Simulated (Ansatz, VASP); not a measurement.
## Two plane-wave programs on Ge2H

```
Ge H
1.0
     4.02269    0.00000    0.00000
    -2.01134    3.48375    0.00000
     0.00000    0.00000   17.68426
Ge H
2 1
Direct
  0.33333 0.66667 0.26488
  0.66667 0.33333 0.22619
  0.88889 0.11111 0.35932
```

Alike in both runs: task single point; functional PBE; dispersion D3(BJ); k mesh 9 × 9 × 1; occupations gaussian, width 0.1 eV; collinear spin.

```csv
,VASP,Ansatz
version,VASP 6.6.1,Ansatz 0.2.0
potentials or method,"VASP PAW PBE potentials, release 64 (Ge_d, H), cutoff 520 eV","scalar-relativistic, plane waves, PAW"
valence electrons in the cell,29,29
```

VASP gave:

| Property | Result |
| --- | --- |
| gap on the k mesh at the Fermi level (eV) | 0.14 |
| least direct gap on the mesh (eV) | 0.22 |
| rms of the force components (eV/Å) | 0.231 |
| net moment per atom (μB) | 0.33 |
| size of the moment on the site where the two differ most (μB) | 0.27 |

What did Ansatz give for the same quantities?

gap on the k mesh at the Fermi level (eV): 0.14; least direct gap on the mesh (eV): 0.22; rms of the force components (eV/Å): 0.231; net moment per atom (μB): 0.33; size of the moment on the site where the two differ most (μB): 0.56.

Site moments also hang on the region over which each program counts them. Atom by atom the forces differ by 0.000 eV/Å (rms over components).
